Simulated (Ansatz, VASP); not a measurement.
**Sc: VASP beside Ansatz**

```xyz
3
Lattice="5.1265 0.0000 0.0000 -2.5633 4.4397 0.0000 0.0000 0.0000 3.2299" Properties=species:S:1:pos:R:3 pbc="T T T"
Sc    0.0000    0.0000    0.0000
Sc    0.0000    2.9598    1.6149
Sc    2.5633    1.4799    1.6149
```

Alike in both runs: functional PBE; k mesh 6 × 6 × 6; occupations gaussian, width 0.1 eV; no spin polarisation.

Ansatz relaxed the structure, and its values are those at the end. VASP's run is a single point on that final structure, the one shown.

|  | VASP | Ansatz |
| --- | --- | --- |
| version | VASP 6.6.1 | Ansatz 0.2.0 |
| potentials or method | VASP PAW PBE potentials, release 64 (Sc_sv), cutoff 520 eV | scalar-relativistic, plane waves, PAW |
| valence electrons in the cell | 33 | 33 |

|  | VASP | Ansatz | Ansatz less VASP |
| --- | --- | --- | --- |
| gap on the k mesh at the Fermi level (eV) | none | none | - |
| pressure (GPa) | 0.0 | 0.0 | -0.03 |

A gap of «none» marks a metal or a gap that the smearing closes. With one functional, cell and mesh, what is left measures potentials, basis and numerics.
